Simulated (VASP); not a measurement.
# Cu (Fm-3m) in VASP: a series of runs

The runs below take Cu through single point, with PBE.

Program: VASP 6.6.1. These are calculated values, not measurements. Logs are shortened: lines on timing, memory, paths and dates and some standing lists are left out, and cuts for length are marked.

## 1. The cell of the first run

The structure is cubic, space group Fm-3m (No. 225). Conventional cell: a = 3.541 Å, b = 3.541 Å, c = 3.541 Å, α = 90.00°, β = 90.00°, γ = 90.00°. Within 3.3 Å of Cu (site symmetry m-3m) lie 12 Cu at 2.50 Å.

## 2. Single point, PBE

Contents of INCAR:

```
SYSTEM = Cu
PREC = Accurate
ENCUT = 520
EDIFF = 1E-6
ISMEAR = -1
SIGMA = 0.15
LREAL = .False.
LASPH = .True.
NELM = 80
ALGO = Normal
ISIF = 2
LWAVE = .False.
LCHARG = .False.
GGA = PE
NBANDS = 12
```

Contents of KPOINTS:

```
regular mesh
0
Gamma
  16 16 16
  0 0 0
```

Contents of POSCAR:

```
Cu
1.0
    0.0000000000      1.7706018915      1.7706018915
    1.7706018915      0.0000000000      1.7706018915
    1.7706018915      1.7706018915      0.0000000000
Cu
1
Direct
    0.0000000000      0.0000000000      0.0000000000
```

Potentials or basis: VASP PAW PBE potentials, release 64 (Cu).

Launch:

```bash
> cat potpaw_PBE.64/Cu/POTCAR > POTCAR
> mpirun -np 1 vasp_std > vasp.out
```

OUTCAR:

```text
SYSTEM = Cu
   PREC = Accurate
   ENCUT = 520
   EDIFF = 1E-6
   ISMEAR = -1
   LREAL = .False.
   LASPH = .True.
   NELM = 80
   ISIF = 2
   GGA = PE

 ion  position               nearest neighbor table
   1  0.000  0.000  0.000-

  LATTYP: Found a face centered cubic cell.
 ALAT       =     3.5412037830

  Lattice vectors:

 A1 = (   0.0000000000,   1.7706018915,   1.7706018915)
 A2 = (   1.7706018915,   0.0000000000,   1.7706018915)
 A3 = (   1.7706018915,   1.7706018915,   0.0000000000)

Analysis of symmetry for initial positions (statically):
=====================================================================
 Subroutine PRICEL returns:
 Original cell was already a primitive cell.

 Routine SETGRP: Setting up the symmetry group for a
 face centered cubic supercell.

 Subroutine GETGRP returns: Found 48 space group operations
 (whereof 48 operations were pure point group operations)
 out of a pool of 48 trial point group operations.

The static configuration has the point symmetry O_h .

Analysis of symmetry for dynamics (positions and initial velocities):
=====================================================================
 Subroutine PRICEL returns:
 Original cell was already a primitive cell.

 Routine SETGRP: Setting up the symmetry group for a
 face centered cubic supercell.

 Subroutine GETGRP returns: Found 48 space group operations
 (whereof 48 operations were pure point group operations)
 out of a pool of 48 trial point group operations.

The dynamic configuration has the point symmetry O_h .

 Subroutine INISYM returns: Found 48 space group operations
 (whereof 48 operations are pure point group operations),
 and found     1 'primitive' translations

----------------------------------------------------------------------------------------

                                     Primitive cell

  volume of cell :      11.1018

  direct lattice vectors                    reciprocal lattice vectors
     0.000000000  1.770601891  1.770601891    -0.282389849  0.282389849  0.282389849
     1.770601891  0.000000000  1.770601891     0.282389849 -0.282389849  0.282389849
     1.770601891  1.770601891  0.000000000     0.282389849  0.282389849 -0.282389849

  length of vectors
     2.504009209  2.504009209  2.504009209     0.489113565  0.489113565  0.489113565

  position of ions in fractional coordinates (direct lattice)
     0.000000000  0.000000000  0.000000000

  ion indices of the primitive-cell ions
   primitive index   ion index
                 1           1

----------------------------------------------------------------------------------------

 KPOINTS: regular mesh

Automatic generation of k-mesh.
 Grid dimensions read from file:
 generate k-points for:   16   16   16

 Generating k-lattice:

  Cartesian coordinates                     Fractional coordinates (reciprocal lattice)
    -0.017649366  0.017649366  0.017649366     0.062500000  0.000000000  0.000000000
     0.017649366 -0.017649366  0.017649366     0.000000000  0.062500000  0.000000000
     0.017649366  0.017649366 -0.017649366     0.000000000  0.000000000  0.062500000

  Length of vectors
     0.030569598  0.030569598  0.030569598

  Shift w.r.t. Gamma in fractional coordinates (k-lattice)
     0.000000000  0.000000000  0.000000000

 Subroutine IBZKPT returns following result:
 ===========================================

 Found    145 irreducible k-points:

 Following reciprocal coordinates:
            Coordinates               Weight
  0.000000  0.000000  0.000000      1.000000
  0.062500  0.000000  0.000000      8.000000
  0.125000  0.000000  0.000000      8.000000
  0.187500  0.000000  0.000000      8.000000
  0.250000  0.000000  0.000000      8.000000
  0.312500  0.000000  0.000000      8.000000
[... 16 lines left out ...]
 -0.125000  0.062500  0.000000     24.000000
 -0.062500  0.062500  0.000000     12.000000
 [... further k-points ...]
   k-points           NKPTS =    145   k-points in BZ     NKDIM =    145   number of bands    NBANDS=     12
   number of dos      NEDOS =    301   number of ions     NIONS =      1
   total plane-waves  NPLWV =   8000
   dimension x,y,z NGX =    20 NGY =   20 NGZ =   20
   dimension x,y,z NGXF=    40 NGYF=   40 NGZF=   40
   ions per type =               1
   NGX,Y,Z   is equivalent  to a cutoff of  13.28, 13.28, 13.28 a.u.
   NGXF,Y,Z  is equivalent  to a cutoff of  26.56, 26.56, 26.56 a.u.
 SYSTEM =  Cu
   PREC   = accura    normal or accurate (medium, high low for compatibility)
   ISTART =      0    job   : 0-new  1-cont  2-samecut
   ICHARG =      2    charge: 1-file 2-atom 10-const
   ISPIN  =      1    spin polarized calculation?
   LNONCOLLINEAR =      F non collinear calculations
   LSORBIT =      F    spin-orbit coupling
   LASPH  =      T    aspherical Exc in radial PAW
   ENCUT  =  520.0 eV  38.22 Ry    6.18 a.u.   4.66  4.66  4.66*2*pi/ulx,y,z
   NELM   =     80;   NELMIN=  2; NELMDL= -5     # of ELM steps
   EDIFF  = 0.1E-05   stopping-criterion for ELM
   LREAL  =      F    real-space projection
   EDIFFG = 0.1E-04   stopping-criterion for IOM
   NSW    =      0    number of steps for IOM
   IBRION =     -1    ionic relax: 0-MD 1-quasi-New 2-CG
   NFREE  =      0    steps in history (QN), initial steepest desc. (CG)
   ISIF   =      2    stress and relaxation
   ISYM   =      2    0-nonsym 1-usesym 2-fastsym
   POTIM  = 0.5000    time-step for ionic-motion
   TEBEG  =    0.0;   TEEND  =   0.0 temperature during run
   PSTRESS=    0.0 pullay stress
   NELECT =      11.0000    total number of electrons
   NUPDOWN=      -1.0000    fix difference up-down
   EMIN   =  10.00;   EMAX   =-10.00  energy-range for DOS
   EFERMI =   0.00;   METHOD = LEGACY
   ISMEAR =    -1;   SIGMA  =   0.15  broadening in eV -4-tet -1-fermi 0-gaus
   EFERMI_NEDOS =   21; number of points for ismear=-14 and -15
   IALGO  =     38    algorithm
   IMIX   =      4    mixing-type and parameters
     AMIX     =   0.40;   BMIX     =  1.00
     AMIX_MAG =   1.60;   BMIX_MAG =  1.00
  volume/ion in A,a.u.               =      11.10        74.92
  Fermi-wavevector in a.u.,A,eV,Ry     =   1.632080  3.084184 36.241641  2.663685
  Thomas-Fermi vector in A             =   2.724110
   LORBIT       =      0    0 simple, 1 ext, 2 COOP (PROOUT), +10 PAW based schemes
   GGA     = PE    functional components
   LHFCALC =     F    Hartree Fock is set to
   AEXX    =    0.0000 exact exchange contribution
   IVDW    =     0    specifies the selected vdW correction
   LEPSILON=     F    determine dielectric tensor
   LRPA    =     F    only Hartree local field effects (RPA)
 non-spin polarized calculation
  energy-cutoff  :      520.00
  volume of cell :       11.10
 maximum number of plane-waves:       308
   NGX =  9   NGY =  9   NGZ =  9

 number of electron      11.0000009 magnetization

 Free energy of the ion-electron system (eV)
  ---------------------------------------------------
  ext. energy  EPLUGINS =         0.00000000
  ---------------------------------------------------
  free energy    TOTEN  =        -3.70431791 eV

  energy without entropy =       -3.68241039  energy(sigma->0) =       -3.69336415

 E-fermi :   8.3873     XC(G=0): -13.0896

 val. band max:        8.3380830001   @ k =   0.5000   0.1875   0.0625
 cond. band min:       8.4194287886   @ k =   0.5000   0.3125   0.1250
 fundamental gap:      0.0813457885
 Fermi energy:         8.3873099823

 k-point     1 :       0.0000    0.0000    0.0000
  band No.  band energies     occupation
      1      -1.4550      2.00000
      2       5.1507      2.00000
      3       5.1507      2.00000
      4       5.1507      2.00000
      5       6.0554      2.00000
      6       6.0554      2.00000
      7      31.4655      0.00000
      8      34.5975      0.00000
      9      34.5975      0.00000
     10      34.5975      0.00000
     11      37.1560      0.00000
     12      37.1560      0.00000

 k-point     2 :       0.0625    0.0000    0.0000
  band No.  band energies     occupation
      1      -1.3061      2.00000
      2       5.1171      2.00000
      3       5.1801      2.00000
      4       5.1801      2.00000
      5       6.0436      2.00000
      6       6.0436      2.00000
      7      30.7061      0.00000
      8      32.9306      0.00000
      9      34.1504      0.00000
     10      34.1504      0.00000
     11      37.8010      0.00000
     12      37.8010      0.00000

 k-point     3 :       0.1250    0.0000    0.0000
  band No.  band energies     occupation
      1      -0.8665      2.00000
      2       5.0284      2.00000
      3       5.2529      2.00000
      4       5.2529      2.00000
      5       6.0228      2.00000
      6       6.0228      2.00000
      7      27.8711      0.00000
      8      32.2436      0.00000
      9      33.3855      0.00000
     10      33.3855      0.00000
     11      38.9450      0.00000
     12      39.0296      0.00000
[... 286 lines left out ...]
 k-point    23 :      -0.1250    0.0625    0.0000
  band No.  band energies     occupation
      1      -0.5312      2.00000
      2       4.9507      2.00000
      3       5.3079      2.00000
      4       5.3093      2.00000
      5       5.9263      2.00000
      6       6.1071      2.00000
      7      26.8586      0.00000
      8      29.6401      0.00000
      9      33.5792      0.00000
     10      35.1311      0.00000
     11      37.3606      0.00000
     12      38.1426      0.00000

 k-point    24 :      -0.0625    0.0625    0.0000
  band No.  band energies     occupation
      1      -1.0604      2.00000
      2       5.0557      2.00000
      3       5.2227      2.00000
      4       5.2373      2.00000
      5       5.9855      2.00000
      6       6.0698      2.00000
      7      29.6560      0.00000
      8      30.9647      0.00000
      9      33.5094      0.00000
     10      35.1575      0.00000
     11      37.3468      0.00000
     12      37.8952      0.00000

 [... further k-points ...]

------------------------ aborting loop because EDIFF is reached ----------------------------------------

  FORCE on cell =-STRESS in cart. coord.  units (eV):
  Direction    XX          YY          ZZ          XY          YZ          ZX
  --------------------------------------------------------------------------------------
  -------------------------------------------------------------------------------------
  Total        0.9182673      0.9182673      0.9182673     -0.0000000      0.0000000     -0.0000000
  in kB      132.5216837    132.5216837    132.5216837     -0.0000000      0.0000000     -0.0000000
  external PRESSURE =     132.5216837 kB  Pullay stress =       0.0000000 kB

 VOLUME and BASIS-vectors are now :
 -----------------------------------------------------------------------------
  energy-cutoff  :      520.00
  volume of cell :       11.10
      direct lattice vectors                 reciprocal lattice vectors
     0.000000000  1.770601891  1.770601891    -0.282389849  0.282389849  0.282389849
     1.770601891  0.000000000  1.770601891     0.282389849 -0.282389849  0.282389849
     1.770601891  1.770601891  0.000000000     0.282389849  0.282389849 -0.282389849

 POSITION                                       TOTAL-FORCE (eV/Angst)
 -----------------------------------------------------------------------------------
      0.00000      0.00000      0.00000         0.000000      0.000000     -0.000000
 -----------------------------------------------------------------------------------
    total drift:                                0.000000      0.000000      0.000000

  FREE ENERGIE OF THE ION-ELECTRON SYSTEM (eV)
  ---------------------------------------------------
  free  energy   TOTEN  =        -3.7043179054 eV

  energy  without entropy=       -3.6824103883  energy(sigma->0) =       -3.69336415
```

It took 26 s on 1 thread of Intel Xeon 8259CL, shared host; peak memory 0.14 GiB.

What came out:

| Property | Result |
| --- | --- |
| Free energy | -3.7043 eV |
| Pressure | 13.3 GPa |

[end of part 1 of 2]
